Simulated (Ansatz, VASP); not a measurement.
## One calculation of Y8CO, two programs

```
Y C O
1.0
     7.31296    0.00000    0.00000
     0.00000    5.67401    0.00000
     0.00000    0.00000   21.99808
Y C O
8 1 1
Direct
  0.00000 0.75000 0.18183
  0.50000 0.75000 0.18183
  0.25000 0.25000 0.22982
  0.75000 0.25000 0.22982
  0.25000 0.75000 0.31309
  0.75000 0.75000 0.31309
  0.00000 0.25000 0.36358
  0.50000 0.25000 0.36358
  0.50000 0.25000 0.54132
  0.54296 0.33592 0.58699
```

Alike in both runs: task single point; functional PBE; k mesh 4 × 5 × 1; occupations gaussian, width 0.1 eV; no spin polarisation.

|  | VASP | Ansatz |
| --- | --- | --- |
| version | VASP 6.6.1 | Ansatz 0.2.0 |
| potentials or method | VASP PAW PBE potentials, release 64 (Y_sv, C, O), cutoff 520 eV | scalar-relativistic, plane waves, PAW |
| valence electrons in the cell | 98 | 98 |

|  | VASP | Ansatz | Ansatz less VASP |
| --- | --- | --- | --- |
| gap on the k mesh at the Fermi level (eV) | none | none | - |
| rms of the force components (eV/Å) | 0.397 | 0.599 | +0.2018 |

Atom by atom the forces differ by 0.204 eV/Å (rms over components). A gap of «none» marks a metal or a gap that the smearing closes. Ansatz's warnings: vacuum density over bound, xc potential rough in thin density.

Noted on VASP's run: the standard files for N, O and F lose accuracy on very short bonds.
